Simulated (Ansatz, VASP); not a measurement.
## Ta in VASP and in Ansatz

```
Ta
1.0
    -1.57697    1.57697    1.65128
     1.57697   -1.57697    1.65128
     1.57697    1.57697   -1.65128
Ta
1
Direct
  0.00000 0.00000 0.00000
```

Change from the starting cell: strain -0.0450 x Voigt [1, 1, 0, 0, 0, 0], atoms carried along.

Alike in both runs: task single point; functional PBE; k mesh 20 × 20 × 20; occupations gaussian, width 0.15 eV; no spin polarisation.

```csv
,VASP,Ansatz
version,VASP 6.6.1,Ansatz 0.2.0
potentials or method,"VASP PAW PBE potentials, release 64 (Ta_pv), cutoff 520 eV","scalar-relativistic, plane waves, PAW"
valence electrons in the cell,11,13
```

```csv
,VASP,Ansatz,Ansatz less VASP
gap on the k mesh at the Fermi level (eV),none,none,-
pressure (GPa),26.2,25.9,-0.32
"traceless stress, the component that is largest in VASP (GPa)",-4.45,-4.46,-0.012
```

A gap of «none» marks a metal or a gap that the smearing closes. With one functional, cell and mesh, what is left measures potentials, basis and numerics. VASP's potentials hold 11 valence electrons a cell and Ansatz's 13, so a difference there can come from the potentials and not from the codes.

Spin-orbit coupling is off throughout.
